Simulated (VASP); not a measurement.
Here is a VASP 6.6.1 calculation.

The input INCAR:

```
SYSTEM = Be
PREC = Accurate
ENCUT = 600
EDIFF = 1E-6
ISMEAR = 0
SIGMA = 0.1
LREAL = .False.
LASPH = .True.
NELM = 60
ALGO = Fast
ISIF = 4
LWAVE = .False.
LCHARG = .False.
GGA = PE
IBRION = 2
NSW = 50
EDIFFG = -0.01
```

KPOINTS

```
regular mesh
0
Gamma
  30 30 16
  0 0 0
```

File POSCAR:

```
Be
1.0
    2.2175012458      0.0000000000      0.0000000000
   -1.1087506229      1.9204124118      0.0000000000
    0.0000000000      0.0000000000      3.4917534705
Be
2
Direct
    0.3333333333      0.6666666667      0.2500000000
    0.6666666667      0.3333333333      0.7500000000
```

Potentials or basis: VASP PAW PBE potentials, release 64 (Be).

The run is started by

```sh
$ cat potpaw_PBE.64/Be/POTCAR > POTCAR
$ mpirun -np 1 vasp_std > vasp.out
```

(1) Estimate the band gap on the k mesh.

Answers

(1) zero (bands 2 and 3 overlap by 2.22 eV).
